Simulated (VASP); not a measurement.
ZnGeO2, 4 atoms in the cell. Symmetry: P-4m2, No. 115, tetragonal system. Conventional cell: a = 3.427 Å, b = 3.427 Å, c = 4.836 Å, α = 90.00°, β = 90.00°, γ = 90.00°. Zn (site symmetry -4m2) has 4 O at 2.09 Å within 2.8 Å. Within 2.8 Å of Ge (site symmetry -4m2) lie 4 O at 2.11 Å. Within 2.8 Å of O (site symmetry 2mm) lie 2 Zn at 2.09 Å and 2 Ge at 2.11 Å. The cell was built from a structure type or drawn by symmetry, and may not be a known phase.

| Item | Value |
| --- | --- |
| Program | VASP 6.6.1 |
| Task | single point |
| Functional | PBE |
| Potentials or basis | VASP PAW PBE potentials, release 64 (Zn, Ge_d, O) |
| Cutoff | 520 eV |
| k mesh | 6 × 6 × 4 |
| Occupations | gaussian, width 0.1 eV |
| Spin | no spin polarisation |
| Dipole correction | no |
| Further INCAR settings | ALGO = Normal; EDIFF = 1e-06; NBANDS = 27 |

Potentials or basis: VASP PAW PBE potentials, release 64 (Zn, Ge_d, O).

Launch:

```bash
$ cat potpaw_PBE.64/Zn/POTCAR potpaw_PBE.64/Ge_d/POTCAR potpaw_PBE.64/O/POTCAR > POTCAR
$ mpirun -np 1 vasp_std > vasp.out
```

Hardware: 1 thread of Intel(R) Xeon(R) Platinum 8488C (Sapphire Rapids) (shared host).

Task: How long does it take, and how much memory?

Result: Run time: 32 s on 1 thread of Intel(R) Xeon(R) Platinum 8488C (Sapphire Rapids) (shared host), peak memory 0.2 GiB. Counts: scf iterations 15, k points 30.
